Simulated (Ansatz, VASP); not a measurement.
# Se in VASP and in Ansatz

INCAR

```
PREC = Accurate
ENCUT = 520
EDIFF = 1E-7
ISMEAR = 0
SIGMA = 0.05
LREAL = False
LASPH = True
NELM = 80
ALGO = Normal
ISIF = 2
LWAVE = False
LCHARG = False
GGA = PE
IVDW = 12
NBANDS = 16
```

Contents of KPOINTS:

```
regular mesh
0
Gamma
  12 12 8
```

File POSCAR:

```
Se
1.0
    4.2872307579      0.0000000000      0.0000000000
   -2.1436153789      3.7128507482      0.0000000000
    0.0000000000      0.0000000000      4.9864780945
Se
3
Direct
    0.2473450691      0.0000000000      0.3333333333
    0.0000000000      0.2473450691      0.6666666667
    0.7526549309      0.7526549309      0.0000000000
```

Input for Ansatz:

```yaml
crystal:
  lattice:
    - [4.2872307579, 0.0, 0.0]
    - [-2.1436153789, 3.7128507482, 0.0]
    - [0.0, 0.0, 4.9864780945]
  atoms:
    - { symbol: Se, position: [0.2473450684, 0.0, 0.3333333333] }
    - { symbol: Se, position: [0.0, 0.2473450684, 0.6666666667] }
    - { symbol: Se, position: [0.7526549316, 0.7526549316, 0.0] }
basis:
  ecutwfc: 420
kpoints:
  mp_grid: { grid: [12, 12, 8] }
hamiltonian:
  xc: pbe
  dispersion: d3bj
scf:
  occupations: { method: gaussian, width: 0.05 }
output:
  forces: true
  stress: true
  eigenvalues: true
```

Alike in both runs: task single point; functional PBE; dispersion D3(BJ); k mesh 12 × 12 × 8; occupations gaussian, width 0.05 eV; no spin polarisation.

```csv
,VASP,Ansatz
version,VASP 6.6.1,Ansatz 0.2.0
potentials or method,"VASP PAW PBE potentials, release 64 (Se), cutoff 520 eV","scalar-relativistic, plane waves, PAW"
valence electrons in the cell,18,48
```

Ansatz gave:

```
gap on the k mesh at the Fermi level (eV)                     : 0.64
least direct gap on the mesh (eV)                             : 1.06
pressure (GPa)                                                : -3.0
traceless stress, the component that is largest in VASP (GPa) : 0.79
rms of the force components (eV/Å)                            : 0.299
```

Estimate VASP's values.

gap on the k mesh at the Fermi level (eV): 0.64; least direct gap on the mesh (eV): 1.05; pressure (GPa): -2.9; traceless stress, the component that is largest in VASP (GPa): 0.81; rms of the force components (eV/Å): 0.290.

Atom by atom the forces differ by 0.009 eV/Å (rms over components). VASP's potentials hold 18 valence electrons a cell and Ansatz's 48, so a difference there can come from the potentials and not from the codes.
